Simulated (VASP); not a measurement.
# KCl (Pm-3m) in VASP: notebook

Aim: see how the results for KCl move with the level of theory and the settings. Levels: r2SCAN, PBE. Tasks: single point.

Program: VASP 6.6.1. These are calculated values, not measurements. Logs are shortened: lines on timing, memory, paths and dates and some standing lists are left out, and cuts for length are marked.

## 1. The cell of the first run

It takes space group Pm-3m (No. 221, cubic). The conventional cell has a = 3.787 Å, b = 3.787 Å, c = 3.787 Å, α = 90.00°, β = 90.00°, γ = 90.00°. K (site symmetry m-3m) has 8 Cl at 3.28 Å and 6 K at 3.79 Å within 4.3 Å. Within 4.3 Å of Cl (site symmetry m-3m) lie 8 K at 3.28 Å and 6 Cl at 3.79 Å.

## 2. Single point, r2SCAN

POSCAR reads:

```
KCl
1.0
    3.7873086124      0.0000000000      0.0000000000
    0.0000000000      3.7873086124      0.0000000000
    0.0000000000      0.0000000000      3.7873086124
K Cl
1 1
Direct
    0.0000000000      0.0000000000      0.0000000000
    0.5000000000      0.5000000000      0.5000000000
```

INCAR.step1 reads:

```
PREC = Accurate
ENCUT = 550
ISMEAR = -1
SIGMA = 0.05
LREAL = F
LASPH = T
NELM = 120
NBANDS = 15
GGA = PE
ALGO = Normal
EDIFF = 1E-5
LWAVE = T
LCHARG = F
GGA_COMPAT = F
```

INCAR.step2 reads:

```
PREC = Accurate
ENCUT = 550
EDIFF = 1E-6
ISMEAR = -1
SIGMA = 0.05
LREAL = F
LASPH = T
NELM = 120
ALGO = Normal
ISIF = 2
LWAVE = F
LCHARG = F
METAGGA = R2SCAN
LMIXTAU = T
NBANDS = 15
ISTART = 1
GGA_COMPAT = F
```

KPOINTS reads:

```
Automatic mesh
0
Gamma
  7 7 7
```

Potentials or basis: VASP PAW PBE potentials, release 64 (K_sv, Cl).

Started as:

```
cat potpaw_PBE.64/K_sv/POTCAR potpaw_PBE.64/Cl/POTCAR > POTCAR
cp INCAR.step1 INCAR
mpirun -np 1 vasp_std > vasp.out
cp INCAR.step2 INCAR
mpirun -np 1 vasp_std > vasp.out
```

OUTCAR:

```text
PREC = Accurate
   ENCUT = 550
   EDIFF = 1E-6
   ISMEAR = -1
   LREAL = F
   LASPH = T
   NELM = 120
   ISIF = 2
   METAGGA = R2SCAN
   ISTART = 1

 ion  position               nearest neighbor table
   1  0.000  0.000  0.000-
   2  0.500  0.500  0.500-

  LATTYP: Found a simple cubic cell.
 ALAT       =     3.7873086124

  Lattice vectors:

 A1 = (   3.7873086124,   0.0000000000,   0.0000000000)
 A2 = (   0.0000000000,   3.7873086124,   0.0000000000)
 A3 = (   0.0000000000,   0.0000000000,   3.7873086124)

Analysis of symmetry for initial positions (statically):
=====================================================================
 Subroutine PRICEL returns:
 Original cell was already a primitive cell.

 Routine SETGRP: Setting up the symmetry group for a
 simple cubic supercell.

 Subroutine GETGRP returns: Found 48 space group operations
 (whereof 48 operations were pure point group operations)
 out of a pool of 48 trial point group operations.

The static configuration has the point symmetry O_h .

Analysis of symmetry for dynamics (positions and initial velocities):
=====================================================================
 Subroutine PRICEL returns:
 Original cell was already a primitive cell.

 Routine SETGRP: Setting up the symmetry group for a
 simple cubic supercell.

 Subroutine GETGRP returns: Found 48 space group operations
 (whereof 48 operations were pure point group operations)
 out of a pool of 48 trial point group operations.

The dynamic configuration has the point symmetry O_h .

 Subroutine INISYM returns: Found 48 space group operations
 (whereof 48 operations are pure point group operations),
 and found     1 'primitive' translations

----------------------------------------------------------------------------------------

                                     Primitive cell

  volume of cell :      54.3240

  direct lattice vectors                    reciprocal lattice vectors
     3.787308612  0.000000000  0.000000000     0.264039745  0.000000000  0.000000000
     0.000000000  3.787308612  0.000000000     0.000000000  0.264039745  0.000000000
     0.000000000  0.000000000  3.787308612     0.000000000  0.000000000  0.264039745

  length of vectors
     3.787308612  3.787308612  3.787308612     0.264039745  0.264039745  0.264039745

  position of ions in fractional coordinates (direct lattice)
     0.000000000  0.000000000  0.000000000
     0.500000000  0.500000000  0.500000000

  ion indices of the primitive-cell ions
   primitive index   ion index
                 1           1
                 2           2

----------------------------------------------------------------------------------------

 KPOINTS: Automatic mesh

Automatic generation of k-mesh.
 Grid dimensions read from file:
 generate k-points for:    7    7    7

 Generating k-lattice:

  Cartesian coordinates                     Fractional coordinates (reciprocal lattice)
     0.037719964  0.000000000  0.000000000     0.142857143  0.000000000  0.000000000
     0.000000000  0.037719964  0.000000000     0.000000000  0.142857143  0.000000000
     0.000000000  0.000000000  0.037719964     0.000000000  0.000000000  0.142857143

  Length of vectors
     0.037719964  0.037719964  0.037719964

  Shift w.r.t. Gamma in fractional coordinates (k-lattice)
     0.000000000  0.000000000  0.000000000

 Subroutine IBZKPT returns following result:
 ===========================================

 Found     20 irreducible k-points:

 Following reciprocal coordinates:
            Coordinates               Weight
  0.000000  0.000000  0.000000      1.000000
  0.142857  0.000000  0.000000      6.000000
  0.285714  0.000000  0.000000      6.000000
  0.428571  0.000000  0.000000      6.000000
  0.142857  0.142857  0.000000     12.000000
  0.285714  0.142857  0.000000     24.000000
[... 12 lines left out ...]
  0.428571  0.428571  0.285714     24.000000
  0.428571  0.428571  0.428571      8.000000
   k-points           NKPTS =     20   k-points in BZ     NKDIM =     20   number of bands    NBANDS=     15
   number of dos      NEDOS =    301   number of ions     NIONS =      2
   total plane-waves  NPLWV =  27000
   dimension x,y,z NGX =    30 NGY =   30 NGZ =   30
   dimension x,y,z NGXF=    60 NGYF=   60 NGZF=   60
   ions per type =               1   1
   NGX,Y,Z   is equivalent  to a cutoff of  13.17, 13.17, 13.17 a.u.
   NGXF,Y,Z  is equivalent  to a cutoff of  26.34, 26.34, 26.34 a.u.
 SYSTEM =  unknown system
   PREC   = accura    normal or accurate (medium, high low for compatibility)
   ISTART =      1    job   : 0-new  1-cont  2-samecut
   ICHARG =      0    charge: 1-file 2-atom 10-const
   ISPIN  =      1    spin polarized calculation?
   LNONCOLLINEAR =      F non collinear calculations
   LSORBIT =      F    spin-orbit coupling
   LASPH  =      T    aspherical Exc in radial PAW
   ENCUT  =  550.0 eV  40.42 Ry    6.36 a.u.   7.24  7.24  7.24*2*pi/ulx,y,z
   NELM   =    120;   NELMIN=  2; NELMDL=  0     # of ELM steps
   EDIFF  = 0.1E-05   stopping-criterion for ELM
   LREAL  =      F    real-space projection
   EDIFFG = 0.1E-04   stopping-criterion for IOM
   NSW    =      0    number of steps for IOM
   IBRION =     -1    ionic relax: 0-MD 1-quasi-New 2-CG
   NFREE  =      0    steps in history (QN), initial steepest desc. (CG)
   ISIF   =      2    stress and relaxation
   ISYM   =      2    0-nonsym 1-usesym 2-fastsym
   POTIM  = 0.5000    time-step for ionic-motion
   TEBEG  =    0.0;   TEEND  =   0.0 temperature during run
   PSTRESS=    0.0 pullay stress
   NELECT =      16.0000    total number of electrons
   NUPDOWN=      -1.0000    fix difference up-down
   EMIN   =  10.00;   EMAX   =-10.00  energy-range for DOS
   EFERMI =   0.00;   METHOD = LEGACY
   ISMEAR =    -1;   SIGMA  =   0.05  broadening in eV -4-tet -1-fermi 0-gaus
   EFERMI_NEDOS =   21; number of points for ismear=-14 and -15
   IALGO  =     38    algorithm
   IMIX   =      4    mixing-type and parameters
     AMIX     =   0.40;   BMIX     =  1.00
     AMIX_MAG =   1.60;   BMIX_MAG =  1.00
  volume/ion in A,a.u.               =      27.16       183.30
  Fermi-wavevector in a.u.,A,eV,Ry     =   1.089225  2.058336 16.142093  1.186410
  Thomas-Fermi vector in A             =   2.225423
   LORBIT       =      0    0 simple, 1 ext, 2 COOP (PROOUT), +10 PAW based schemes
   METAGGA = R2SCAN    functional components
   LHFCALC =     F    Hartree Fock is set to
   AEXX    =    0.0000 exact exchange contribution
   IVDW    =     0    specifies the selected vdW correction
   LEPSILON=     F    determine dielectric tensor
   LRPA    =     F    only Hartree local field effects (RPA)
 non-spin polarized calculation
  energy-cutoff  :      550.00
  volume of cell :       54.32
 maximum number of plane-waves:      1602
 NGX is ok and might be reduce to    30
   NGX = 15   NGY = 15   NGZ = 15

 number of electron      16.0000001 magnetization

 Free energy of the ion-electron system (eV)
  ---------------------------------------------------
  ext. energy  EPLUGINS =         0.00000000
  ---------------------------------------------------
  free energy    TOTEN  =       -16.40768028 eV

  energy without entropy =      -16.40768028  energy(sigma->0) =      -16.40768028

 E-fermi :   0.0310     XC(G=0):  -8.6728

 val. band max:       -1.0494747606   @ k =   0.4286   0.4286   0.0000
 cond. band min:       4.7193943650   @ k =   0.0000   0.0000   0.0000
 fundamental gap:      5.7688691256
 Fermi energy:         0.0309751815

 k-point     1 :       0.0000    0.0000    0.0000
  band No.  band energies     occupation
      1     -30.1324      2.00000
      2     -14.2340      2.00000
      3     -12.7439      2.00000
      4     -12.7439      2.00000
      5     -12.7439      2.00000
      6      -1.2400      2.00000
      7      -1.2400      2.00000
      8      -1.2400      2.00000
      9       4.7194      0.00000
     10       6.0803      0.00000
     11       6.0803      0.00000
     12      10.5444      0.00000
     13      10.5444      0.00000
     14      10.5444      0.00000
     15      13.5386      0.00000

 k-point     2 :       0.1429    0.0000    0.0000
  band No.  band energies     occupation
      1     -30.1282      2.00000
      2     -14.2606      2.00000
      3     -12.7374      2.00000
      4     -12.7374      2.00000
      5     -12.7233      2.00000
      6      -1.6231      2.00000
      7      -1.2422      2.00000
      8      -1.2422      2.00000
      9       5.1956      0.00000
     10       6.2564      0.00000
     11       6.5295      0.00000
     12      10.4671      0.00000
     13      10.4671      0.00000
     14      10.6495      0.00000
     15      12.7483      0.00000

 k-point     3 :       0.2857    0.0000    0.0000
  band No.  band energies     occupation
      1     -30.1189      2.00000
      2     -14.3235      2.00000
      3     -12.7226      2.00000
      4     -12.7226      2.00000
      5     -12.6696      2.00000
      6      -2.3396      2.00000
      7      -1.2476      2.00000
      8      -1.2476      2.00000
      9       6.2597      0.00000
     10       6.7548      0.00000
     11       7.5479      0.00000
     12      10.3780      0.00000
     13      10.3780      0.00000
     14      10.9164      0.00000
     15      11.2586      0.00000

 k-point     4 :       0.4286    0.0000    0.0000
  band No.  band energies     occupation
      1     -30.1114      2.00000
      2     -14.3766      2.00000
      3     -12.7108      2.00000
      4     -12.7108      2.00000
      5     -12.6197      2.00000
      6      -2.8258      2.00000
      7      -1.2526      2.00000
      8      -1.2526      2.00000
      9       7.3847      0.00000
     10       7.3867      0.00000
     11       8.2021      0.00000
     12      10.0244      0.00000
     13      10.4239      0.00000
     14      10.4239      0.00000
     15      11.1737      0.00000
[... 235 lines left out ...]
 k-point    18 :       0.4286    0.2857    0.2857
  band No.  band energies     occupation
      1     -30.0869      2.00000
      2     -13.9847      2.00000
      3     -12.8960      2.00000
      4     -12.8472      2.00000
      5     -12.8330      2.00000
      6      -2.3926      2.00000
      7      -2.0269      2.00000
      8      -1.8857      2.00000
      9       7.5252      0.00000
     10       8.0009      0.00000
     11       8.3456      0.00000
     12       9.3587      0.00000
     13       9.6020      0.00000
     14       9.9547      0.00000
     15      12.5976      0.00000

 k-point    19 :       0.4286    0.4286    0.2857
  band No.  band energies     occupation
      1     -30.0802      2.00000
      2     -13.8753      2.00000
      3     -12.9421      2.00000
      4     -12.9207      2.00000
      5     -12.8391      2.00000
      6      -2.3487      2.00000
      7      -2.3437      2.00000
      8      -1.9526      2.00000
      9       7.3099      0.00000
     10       8.3840      0.00000
     11       8.5278      0.00000
     12       9.0092      0.00000
     13      10.2078      0.00000
     14      10.2767      0.00000
     15      12.4200      0.00000

 k-point    20 :       0.4286    0.4286    0.4286
  band No.  band energies     occupation
      1     -30.0736      2.00000
      2     -13.8044      2.00000
      3     -12.9219      2.00000
      4     -12.9216      2.00000
      5     -12.9216      2.00000
      6      -2.3900      2.00000
      7      -2.3900      2.00000
      8      -2.3502      2.00000
      9       8.1943      0.00000
     10       8.4926      0.00000
     11       8.4926      0.00000
     12       9.8015      0.00000
     13       9.9013      0.00000
     14       9.9013      0.00000
     15      12.3505      0.00000

------------------------ aborting loop because EDIFF is reached ----------------------------------------

  FORCE on cell =-STRESS in cart. coord.  units (eV):
  Direction    XX          YY          ZZ          XY          YZ          ZX
  --------------------------------------------------------------------------------------
  -------------------------------------------------------------------------------------
  Total       -0.1030301     -0.1030301     -0.1030301      0.0000000      0.0000000      0.0000000
  in kB       -3.0386624     -3.0386624     -3.0386624      0.0000000      0.0000000      0.0000000
  external PRESSURE =      -3.0386624 kB  Pullay stress =       0.0000000 kB

 VOLUME and BASIS-vectors are now :
 -----------------------------------------------------------------------------
  energy-cutoff  :      550.00
  volume of cell :       54.32
      direct lattice vectors                 reciprocal lattice vectors
     3.787308612  0.000000000  0.000000000     0.264039745  0.000000000  0.000000000
     0.000000000  3.787308612  0.000000000     0.000000000  0.264039745  0.000000000
     0.000000000  0.000000000  3.787308612     0.000000000  0.000000000  0.264039745

 POSITION                                       TOTAL-FORCE (eV/Angst)
 -----------------------------------------------------------------------------------
      0.00000      0.00000      0.00000         0.000000      0.000000      0.000000
      1.89365      1.89365      1.89365         0.000000      0.000000      0.000000
 -----------------------------------------------------------------------------------
    total drift:                                0.000000      0.000000     -0.000000

  FREE ENERGIE OF THE ION-ELECTRON SYSTEM (eV)
  ---------------------------------------------------
  free  energy   TOTEN  =       -16.4076802824 eV

  energy  without entropy=      -16.4076802824  energy(sigma->0) =      -16.40768028
```

Run time: 47 s. Hardware: 1 thread of Intel Xeon 6975P-C (Granite Rapids), shared host; peak memory 0.17 GiB.

What came out:

| Property | Result |
| --- | --- |
| Free energy | -16.4077 eV |
| Pressure | -0.3 GPa |
| Band gap on the k mesh | 5.77 eV, indirect (least direct gap 5.96 eV) |

Caveat: the PAW data sets were made with another functional, which shifts forces and pressure a little. A k mesh can miss the band edges.

(Continued in part 2 of 2.)
